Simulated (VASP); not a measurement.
A run of VASP 6.6.1:

Contents of INCAR:

```
PREC = Accurate
ENCUT = 520
EDIFF = 1E-7
ISMEAR = 0
SIGMA = 0.1
LREAL = F
LASPH = T
NELM = 100
ALGO = Normal
ISIF = 2
LWAVE = F
LCHARG = T
GGA = PE
LELF = T
LVHAR = T
NBANDS = 30
```

The input KPOINTS:

```
regular mesh
0
Gamma
  4 4 4
```

POSCAR

```
BaWF3
1.0
    4.1791533400      0.0000000000      0.0000000000
    0.0000000000      4.1791533400      0.0000000000
    0.0000000000      0.0000000000      4.1791533400
Ba W F
1 1 3
Direct
    0.5000000000      0.5000000000      0.5000000000
    0.0000000000      0.0000000000      0.0000000000
    0.5000000000      0.0000000000      0.0000000000
    0.0000000000      0.5000000000      0.0000000000
    0.0000000000      0.0000000000      0.5000000000
```

Potentials or basis: VASP PAW PBE potentials, release 64 (Ba_sv, W_sv, F).

Command:

```console
$ cat potpaw_PBE.64/Ba_sv/POTCAR potpaw_PBE.64/W_sv/POTCAR potpaw_PBE.64/F/POTCAR > POTCAR
$ mpirun -np 1 vasp_std > vasp.out
```

Hardware: 1 thread of Intel Xeon 8259CL, with other jobs on the host.

Question: How long does it take, and how much memory?

Answer: It took 20 s on 1 thread of Intel Xeon 8259CL (shared host), peak memory 0.19 GiB. Counts: scf iterations 16, k points 10.
